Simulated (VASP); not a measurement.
# MgC2 (P4_2/mnm) in VASP: notebook, part 2 of 2

VASP 6.6.1. The steps go on from the part before.

### 3 Relaxation of cell and atoms, LDA, target pressure 20 GPa, at which the enthalpy is minimised

INCAR

```
SYSTEM = MgC2
PREC     = Accurate       ! precision mode
ENCUT    = 600            ! plane-wave cutoff, eV
EDIFF    = 1E-6           ! SCF threshold, eV
ISMEAR   = -1             ! smearing method
SIGMA    = 0.05           ! smearing width, eV
LREAL    = .FALSE.        ! projectors in reciprocal space
LASPH    = .TRUE.         ! aspherical terms in the spheres
NELM     = 80             ! most SCF steps
ALGO     = Normal         ! electronic algorithm
ISIF     = 3              ! what is computed and relaxed
LWAVE    = .FALSE.        ! write WAVECAR
LCHARG   = .FALSE.        ! write CHGCAR
GGA      = CA             ! functional
IBRION   = 2              ! ionic algorithm
NSW      = 60             ! ionic steps
EDIFFG   = -0.01          ! ionic threshold
PSTRESS  = 200.0
```

KPOINTS

```
regular mesh
0
G
  5 5 5
  0 0 0
```

POSCAR

```
MgC2
1.0
    3.9507770000      0.0000000000      0.0000000000
    0.0000000000      3.9507770000      0.0000000000
    0.0000000000      0.0000000000      4.9870890000
Mg C
2 4
Direct
    0.0000000000      0.0000000000      0.5000000000
    0.5000000000      0.5000000000      0.0000000000
    0.3876550000      0.6123450000      0.5000000000
    0.1123450000      0.1123450000      0.0000000000
    0.6123450000      0.3876550000      0.5000000000
    0.8876550000      0.8876550000      0.0000000000
```

Potentials or basis: VASP PAW LDA potentials, release 64 (Mg, C).

Command:

```bash
$ cat potpaw_LDA.64/Mg/POTCAR potpaw_LDA.64/C/POTCAR > POTCAR
$ mpirun -np 1 vasp_std > vasp.out
```

OUTCAR:

```text
SYSTEM = MgC2
   PREC = Accurate
   ENCUT = 600
   EDIFF = 1E-6
   ISMEAR = -1
   LREAL = .FALSE.
   LASPH = .TRUE.
   NELM = 80
   ISIF = 3
   GGA = CA
   IBRION = 2
   NSW = 60
   EDIFFG = -0.01
   PSTRESS = 200.0

 ion  position               nearest neighbor table
   1  0.000  0.000  0.500-   3 2.17   5 2.17   4 2.57   6 2.57   4 2.57   6 2.57   5 2.86   3 2.86
                             5 2.86   3 2.86
   2  0.500  0.500  0.000-   4 2.17   6 2.17   5 2.57   3 2.57   3 2.57   5 2.57   4 2.86   4 2.86
                             6 2.86   6 2.86
   3  0.388  0.612  0.500-   5 1.26   1 2.17   2 2.57   2 2.57   1 2.86   1 2.86
   4  0.112  0.112  0.000-   6 1.26   2 2.17   1 2.57   1 2.57   2 2.86   2 2.86
   5  0.612  0.388  0.500-   3 1.26   1 2.17   2 2.57   2 2.57   1 2.86   1 2.86
   6  0.888  0.888  0.000-   4 1.26   2 2.17   1 2.57   1 2.57   2 2.86   2 2.86

  LATTYP: Found a simple tetragonal cell.
 ALAT       =     3.9507770000
 C/A-ratio  =     1.2623058705

  Lattice vectors:

 A1 = (   3.9507770000,   0.0000000000,   0.0000000000)
 A2 = (   0.0000000000,   3.9507770000,   0.0000000000)
 A3 = (   0.0000000000,   0.0000000000,   4.9870890000)

Analysis of symmetry for initial positions (statically):
=====================================================================
 Subroutine PRICEL returns:
 Original cell was already a primitive cell.

 Routine SETGRP: Setting up the symmetry group for a
 simple tetragonal supercell.

 Subroutine GETGRP returns: Found 16 space group operations
 (whereof  8 operations were pure point group operations)
[... 176 lines left out ...]

 k-point     1 :       0.0000    0.0000    0.0000
  band No.  band energies     occupation
      1     -11.8151      2.00000
      2     -10.9189      2.00000
      3      -2.5821      2.00000
      4      -2.1263      2.00000
      5      -1.9612      2.00000
      6      -1.9612      2.00000
      7      -0.4273      2.00000
      8       0.4597      2.00000
      9       0.5511      2.00000
     10       0.5511      2.00000
     11       3.4021      0.00000
     12       6.0875      0.00000
     13       6.4368      0.00000
     14       6.4368      0.00000
[... 408 lines left out ...]
  energy  without entropy=      -40.8112753393  energy(sigma->0) =      -40.81127534

  enthalpy is  TOTEN    =       -32.3384062229 eV   P V=        8.4728691165

[... ionic steps 4 to 11 ...]

--------------------------------------- Ionic step       12  -------------------------------------------

 number of electron      19.9999999 magnetization

------------------------ aborting loop because EDIFF is reached ----------------------------------------
[... 79 lines left out ...]
--------------------------------------- Ionic step       14  -------------------------------------------

 number of electron      19.9999999 magnetization

 Free energy of the ion-electron system (eV)
  ---------------------------------------------------
  ext. energy  EPLUGINS =         0.00000000
  ---------------------------------------------------
  free energy    TOTEN  =       -40.61294232 eV

  energy without entropy =      -40.61294230  energy(sigma->0) =      -40.61294231

 E-fermi :   3.4323     XC(G=0): -10.8670

 val. band max:        2.6072738660   @ k =   0.2000   0.2000   0.0000
 cond. band min:       4.1490381116   @ k =   0.0000   0.0000   0.0000
 fundamental gap:      1.5417642456
 Fermi energy:         3.4322962738

 k-point     1 :       0.0000    0.0000    0.0000
  band No.  band energies     occupation
      1     -11.2048      2.00000
      2      -9.6732      2.00000
      3      -1.8887      2.00000
      4      -0.8312      2.00000
      5      -0.6241      2.00000
      6      -0.6241      2.00000
      7       1.1396      2.00000
      8       2.0120      2.00000
      9       2.2903      2.00000
     10       2.2903      2.00000
     11       4.1490      0.00000
     12       7.8764      0.00000
     13       7.8764      0.00000
     14       7.8933      0.00000
[... 324 lines left out ...]
  energy  without entropy=      -40.6129423033  energy(sigma->0) =      -40.61294231

  enthalpy is  TOTEN    =       -32.9164752568 eV   P V=        7.6964670628

 reached required accuracy - stopping structural energy minimisation
```

CONTCAR:

```text
MgC2
   1.00000000000000
     3.7175623316199324   -0.0000000000000000    0.0000000000000000
     0.0000000000000000    3.7175623316199329    0.0000000000000000
     0.0000000000000000    0.0000000000000000    4.4612389360624869
  Mg              C
     2     4
Direct
     0.0000000000000000    0.0000000000000000    0.5000000000000000
     0.5000000000000000    0.5000000000000000    0.0000000000000000
     0.3829584215610090    0.6170415784389912    0.5000000000000000
     0.1170415784389910    0.1170415784389910    0.0000000000000000
     0.6170415784389912    0.3829584215610090    0.5000000000000000
     0.8829584215610088    0.8829584215610088    0.0000000000000000

  0.00000000E+00  0.00000000E+00  0.00000000E+00
  0.00000000E+00  0.00000000E+00  0.00000000E+00
  0.00000000E+00  0.00000000E+00  0.00000000E+00
  0.00000000E+00  0.00000000E+00  0.00000000E+00
  0.00000000E+00  0.00000000E+00  0.00000000E+00
  0.00000000E+00  0.00000000E+00  0.00000000E+00
```

It took 52 s on 1 thread of Intel Xeon 6975P-C (Granite Rapids), shared host; peak memory 0.18 GiB.

Results:

```
Free energy                                            : -40.6129 eV
Relaxed volume                                         : 10.28 Å³/atom
Relaxed cell                                           : a = 3.718 Å, b = 3.718 Å, c = 4.461 Å, α = 90.00°, β = 90.00°, γ = 90.00°
Space group after relaxing (to 0.05 Å)                 : P4_2/mnm (No. 136)
Energy change on relaxing (the enthalpy is what falls) : +81.5 meV/atom
Ionic steps                                            : 14
Pressure after relaxing                                : 20.0 GPa
Band gap on the k mesh                                 : 1.54 eV, indirect (least direct gap 1.86 eV)
```

Forces in eV/Å, atoms in the order of the input:
```
Mg   0.000  0.000  0.000
Mg   0.000  0.000  0.000
C    0.001 -0.001  0.000
C   -0.001 -0.001  0.000
C   -0.001  0.001  0.000
C    0.001  0.001  0.000
```

Stress tensor (GPa, compression positive):
```
19.98  0.00  0.00
 0.00 19.98  0.00
 0.00  0.00 20.14
```

The path:
```csv
step,energy change (eV),largest force (eV/Å),pressure (GPa),volume (Å³)
1,0.0000,0.3784,-6.00,77.84
2,3.5219,17.7884,67.56,56.45
3,0.2907,5.4230,15.46,67.88
4,0.7546,1.8926,22.46,60.50
5,0.4682,0.1423,19.76,62.33
6,0.4816,0.2465,19.90,62.22
7,0.4896,0.1681,20.25,62.01
8,0.5359,0.0640,21.51,61.36
9,0.7459,0.5207,25.03,60.01
10,0.5695,0.1777,22.21,61.05
11,0.5182,0.7053,19.52,61.47
12,0.5427,0.2437,20.93,61.25
13,0.4911,0.0126,20.08,61.64
14,0.4890,0.0020,20.03,61.66
```

Final structure:
```yaml
crystal:
  lattice:
    - [3.71756, 0.00000, 0.00000]
    - [0.00000, 3.71756, 0.00000]
    - [0.00000, 0.00000, 4.46124]
  atoms:
    - { symbol: Mg, position: [0.00000, 0.00000, 0.50000] }
    - { symbol: Mg, position: [0.50000, 0.50000, 0.00000] }
    - { symbol: C, position: [0.38296, 0.61704, 0.50000] }
    - { symbol: C, position: [0.11704, 0.11704, 0.00000] }
    - { symbol: C, position: [0.61704, 0.38296, 0.50000] }
    - { symbol: C, position: [0.88296, 0.88296, 0.00000] }
```

Levels at points of the mesh, in eV from the valence-band top:
```csv
k point,band 8,band 9,band 10,band 11,band 12,band 13
"(0.00, 0.00, 0.00)",-0.60,-0.32,-0.32,1.54,5.27,5.27
```

Caveat: the cell is relaxed towards a set pressure, so the enthalpy falls and the energy may rise; the volume moved by over 15 % at a fixed basis, so the end points are rough.

### 4 Relaxation of cell and atoms, LDA, target pressure 30 GPa, at which the enthalpy is minimised

INCAR

```
SYSTEM = MgC2
PREC = Accurate
ENCUT = 600
EDIFF = 1E-6
ISMEAR = -1
SIGMA = 0.05
LREAL = .FALSE.
LASPH = .TRUE.
NELM = 100
ALGO = Normal
ISIF = 3
LWAVE = .FALSE.
LCHARG = .FALSE.
GGA = CA
IBRION = 2
NSW = 60
EDIFFG = -0.01
PSTRESS = 300.0
```

KPOINTS is that of step 3.

POSCAR is that of step 3.

Command:

```bash
$ cat potpaw_LDA.64/Mg/POTCAR potpaw_LDA.64/C/POTCAR > POTCAR
$ mpirun -np 1 vasp_std > vasp.out
```

Wall time 58 s (1 thread of Intel Xeon 6975P-C (Granite Rapids), shared host); peak memory 0.18 GiB.

Results (log left out):

| Quantity | Value |
| --- | --- |
| Free energy | -40.1091 eV |
| Relaxed volume | 9.73 Å³/atom |
| Relaxed cell | a = 3.660 Å, b = 3.660 Å, c = 4.361 Å, α = 90.00°, β = 90.00°, γ = 90.00° |
| Space group after relaxing (to 0.05 Å) | P4_2/mnm (No. 136) |
| Energy change on relaxing (the enthalpy is what falls) | +165.5 meV/atom |
| Ionic steps | 18 |
| Pressure after relaxing | 30.1 GPa |
| Largest force after relaxing | 0.008 eV/Å |
| Band gap on the k mesh | 1.25 eV, indirect (least direct gap 1.57 eV) |

Forces on the atoms (eV/Å):
```
Mg   0.000  0.000  0.000
Mg   0.000  0.000  0.000
C   -0.005  0.005  0.000
C    0.005  0.005  0.000
C    0.005 -0.005  0.000
C   -0.005 -0.005  0.000
```

Stress tensor (GPa, compression positive):
```
30.12  0.00  0.00
 0.00 30.12  0.00
 0.00  0.00 29.95
```

Step by step:
```csv
step,energy change (eV),largest force (eV/Å),pressure (GPa),volume (Å³)
1,0.0000,0.3784,-6.00,77.84
2,7.6043,26.4805,122.39,49.40
3,0.6242,6.9156,23.75,64.93
4,2.4237,6.0592,39.52,54.61
5,0.9011,0.2597,28.41,59.42
6,0.9284,0.4507,28.62,59.27
7,1.0032,0.1516,30.57,58.66
8,1.1543,0.3297,33.95,57.68
9,1.0844,1.0535,30.10,58.00
10,1.1001,0.6211,31.29,57.90
11,1.0127,0.0447,30.27,58.30
12,1.0143,0.0582,30.30,58.29
13,1.0112,0.0568,30.45,58.31
14,1.0117,0.0390,30.43,58.31
15,0.9980,0.0125,30.13,58.38
16,0.9963,0.0201,30.10,58.39
17,0.9915,0.0188,30.06,58.41
18,0.9929,0.0078,30.07,58.41
```

Final structure:
```cif
data_structure
_symmetry_space_group_name_H-M 'P 1'
_symmetry_Int_Tables_number 1
_cell_length_a 3.6598
_cell_length_b 3.6598
_cell_length_c 4.3607
_cell_angle_alpha 90.000
_cell_angle_beta 90.000
_cell_angle_gamma 90.000
_cell_volume 58.41
loop_
_atom_site_label
_atom_site_type_symbol
_atom_site_fract_x
_atom_site_fract_y
_atom_site_fract_z
_atom_site_occupancy
Mg1 Mg 0.00000 0.00000 0.50000 1
Mg2 Mg 0.50000 0.50000 0.00000 1
C1 C 0.38171 0.61829 0.50000 1
C2 C 0.11829 0.11829 0.00000 1
C3 C 0.61829 0.38171 0.50000 1
C4 C 0.88171 0.88171 0.00000 1
```

Levels at points of the mesh, in eV from the valence-band top:
| k point | band 6 | band 7 | band 8 | band 9 | band 10 | band 11 | band 12 | band 13 | band 14 |
| --- | --- | --- | --- | --- | --- | --- | --- | --- | --- |
| (0.00, 0.00, 0.00) | -3.35 | -1.55 | -0.63 | -0.32 | -0.32 | 1.25 | 5.18 | 5.18 | 5.25 |

Caveat: the cell is relaxed towards a set pressure, so the enthalpy falls and the energy may rise; the volume moved by over 15 % at a fixed basis, so the end points are rough.

### 5 The runs side by side

```csv
cell,gap on the mesh (eV),pressure (GPa),largest force (eV/Å)
relaxed to 10 GPa,1.89,10.0,0.01
relaxed to 20 GPa,1.54,20.0,-
relaxed to 30 GPa,1.25,30.1,0.01
```

Alike in all rows: task relaxation of cell and atoms; level LDA; potentials or basis VASP PAW LDA potentials, release 64 (Mg, C); no spin polarisation; k mesh 5 × 5 × 5; cutoff (eV) 600; smearing fermi-dirac 0.05 eV.

Caveats: the cell is relaxed towards a set pressure, so the enthalpy falls and the energy may rise; the volume moved by over 15 % at a fixed basis, so the end points are rough.

Absolute energies hang on the potentials; compare differences alone.
